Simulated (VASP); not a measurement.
A run of VASP 6.6.1:

Contents of INCAR:

```
SYSTEM = Ag
PREC     = Accurate       ! precision mode
ENCUT    = 520            ! plane-wave cutoff, eV
EDIFF    = 1E-6           ! SCF threshold, eV
ISMEAR   = 0              ! smearing method
SIGMA    = 0.1            ! smearing width, eV
LREAL    = .FALSE.        ! projectors in reciprocal space
LASPH    = .TRUE.         ! aspherical terms in the spheres
NELM     = 60             ! most SCF steps
ALGO     = Normal         ! electronic algorithm
ISIF     = 2              ! what is computed and relaxed
LWAVE    = .FALSE.        ! write WAVECAR
LCHARG   = .FALSE.        ! write CHGCAR
GGA      = PE             ! functional
NBANDS   = 12             ! bands
```

The input KPOINTS:

```
regular mesh
0
G
  18 18 18
  0 0 0
```

File POSCAR:

```
Ag
1.0
   -1.7965667119      1.7965667119      1.7965667119
    1.6641143919     -1.6641143919      1.5316620719
    1.6641143919      1.5316620719     -1.6641143919
Ag
1
Direct
    0.0000000000      0.0000000000      0.0000000000
```

Potentials or basis: VASP PAW PBE potentials, release 64 (Ag).

The run is started by

```sh
$ cat potpaw_PBE.64/Ag/POTCAR > POTCAR
$ mpirun -np 1 vasp_std > vasp.out
```

Hardware: 1 thread of Intel Xeon 8259CL, on a shared host.

**Question.** Estimate the wall time of this run.

**Answer.** Run time: 100 s on 1 thread of Intel Xeon 8259CL, with other jobs on the host, peak memory 0.24 GiB. Counts: scf iterations 11, k points 580.
